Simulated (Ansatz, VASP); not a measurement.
**One calculation of Zn3CdO, two programs**

```
Zn Cd O
1.0
     2.49122   -4.87448    0.00000
     2.49122    4.87448    0.00000
     0.00000    0.00000    3.79217
Zn Cd O
3 1 1
Direct
  0.00000 0.50000 0.50000
  0.50000 0.00000 0.50000
  0.50000 0.50000 0.50000
  0.00000 0.00000 0.00000
  0.50000 0.50000 0.00000
```

Alike in both runs: functional PBE; k mesh 8 × 8 × 10; occupations gaussian, width 0.1 eV; no spin polarisation.

Ansatz relaxed the structure, and its values are those at the end. VASP's run is a single point on that final structure, the one shown.

```csv
,VASP,Ansatz
version,VASP 6.6.1,Ansatz 0.2.0
potentials or method,"VASP PAW PBE potentials, release 64 (Zn, Cd, O), cutoff 520 eV","scalar-relativistic, plane waves, PAW"
valence electrons in the cell,54,62
```

|  | VASP | Ansatz | Ansatz less VASP |
| --- | --- | --- | --- |
| gap on the k mesh at the Fermi level (eV) | none | none | - |
| pressure (GPa) | 0.4 | 0.0 | -0.39 |

A gap of «none» marks a metal or a gap that the smearing closes. VASP's potentials hold 54 valence electrons a cell and Ansatz's 62, so a difference there can come from the potentials and not from the codes.
